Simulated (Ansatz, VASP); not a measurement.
# Two plane-wave programs on Ga

```
Ga
1.0
     1.38300   -4.02650    0.00000
     1.38300    4.02650    0.00000
    -0.11745    0.00000    3.32993
Ga
2
Direct
  0.13100 0.86900 0.75000
  0.86900 0.13100 0.25000
```

Alike in both runs: functional RPBE; k mesh 10 × 10 × 8; occupations fermi-dirac, width 0.05 eV; no spin polarisation.

```csv
,VASP,Ansatz
version,VASP 6.6.1,Ansatz 0.2.0
potentials or method,"VASP PAW PBE potentials, release 64 (Ga_d)",Ansatz PAW
plane-wave cutoff (eV),520,420
valence electrons in the cell,26,26
task,single point,band structure
```

Ansatz gave:

```
gap on the k mesh at the Fermi level (eV)                     : none
pressure (GPa)                                                : 3.6
traceless stress, the component that is largest in VASP (GPa) : -1.12
rms of the force components (eV/Å)                            : 0.121
```

**Question.** Estimate VASP's values.

**Answer.** gap on the k mesh at the Fermi level (eV): none; pressure (GPa): 3.6; traceless stress, the component that is largest in VASP (GPa): -1.15; rms of the force components (eV/Å): 0.123.

VASP's potentials were made for PBE, not for RPBE. Atom by atom the forces differ by 0.002 eV/Å (rms over components). A gap of «none» marks a metal or a gap that the smearing closes.
